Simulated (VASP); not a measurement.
Wanted: the native input for a VASP 6.6.1 run.

```
Task                   : single point
Functional             : LDA
Potentials or basis    : VASP PAW LDA potentials, release 64 (Sn_d, Se)
Cutoff                 : 520 eV
k mesh                 : 6 × 6 × 6
Occupations            : fermi-dirac, width 0.05 eV
Spin                   : non-collinear spin, zero start, spin-orbit coupling
Starting moments       : [[0.0, 0.0, 0.0], [0.0, 0.0, 0.0]] μB
Dipole correction      : no
Further INCAR settings : ALGO = Normal; EDIFF = 1e-07; NBANDS = 32
```

The structure of SnSe lies in POSCAR:

```
SnSe
1.0
    0.0000000000      3.0100000000      3.0100000000
    3.0100000000      0.0000000000      3.0100000000
    3.0100000000      3.0100000000      0.0000000000
Sn Se
1 1
Direct
    0.0000000000      0.0000000000      0.0000000000
    0.5000000000      0.5000000000      0.5000000000
```

These files were run (other wordings do the same):

INCAR

```
PREC = Accurate ; ENCUT = 520
EDIFF = 1E-7 ; ISMEAR = -1
SIGMA = 0.05 ; LREAL = False
LASPH = True ; NELM = 150
ALGO = Normal ; ISIF = 2
LWAVE = False ; LCHARG = False
MAGMOM = 0 0 0 0 0 0 ; LORBIT = 11
LSORBIT = True ; GGA_COMPAT = False
LORBMOM = True ; GGA = CA
NBANDS = 32
```

KPOINTS

```
regular mesh
0
Gamma
  6 6 6
```

Potentials or basis: VASP PAW LDA potentials, release 64 (Sn_d, Se).

Command:

```bash
$ cat potpaw_LDA.64/Sn_d/POTCAR potpaw_LDA.64/Se/POTCAR > POTCAR
$ mpirun -np 1 vasp_ncl > vasp.out
```

It gave:

```yaml
Pressure: -3.6 GPa
Net_moment: 0.00 μB per cell
Valence_electrons_inside_the_program's_atomic_spheres: Sn 12.06; Se 3.79
```

Caveat: the cell stands under tension.

It took 92 s on 1 thread of Intel Xeon 8259CL, on a shared host, peak memory 0.26 GiB.
